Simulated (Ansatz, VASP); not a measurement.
## ScBF6: VASP beside Ansatz

```xyz
8
Lattice="5.3658 0.0000 0.0000 0.0000 5.3658 0.0000 0.0000 0.0000 5.3658" Properties=species:S:1:pos:R:3 pbc="T T T"
Sc    2.6829    2.6829    2.6829
B     0.0000    0.0000    0.0000
F     1.5802    0.0000    0.0000
F     3.7856    0.0000    0.0000
F     0.0000    1.5802    0.0000
F     0.0000    3.7856    0.0000
F     0.0000    0.0000    1.5802
F     0.0000    0.0000    3.7856
```

Alike in both runs: functional PBE; k mesh 8 × 8 × 8; occupations gaussian, width 0.1 eV; no spin polarisation.

Ansatz relaxed the structure, and its values are those at the end. VASP's run is a single point on that final structure, the one shown.

|  | VASP | Ansatz |
| --- | --- | --- |
| version | VASP 6.6.1 | Ansatz 0.2.0 |
| potentials or method | VASP PAW PBE potentials, release 64 (Sc_sv, B, F), cutoff 520 eV | scalar-relativistic, plane waves, PAW |
| valence electrons in the cell | 56 | 56 |

|  | VASP | Ansatz | Ansatz less VASP |
| --- | --- | --- | --- |
| gap on the k mesh at the Fermi level (eV) | none | none | - |
| pressure (GPa) | 0.0 | 0.0 | +0.02 |
| rms of the force components (eV/Å) | 0.037 | 0.002 | -0.0356 |

A gap of «none» marks a metal or a gap that the smearing closes.
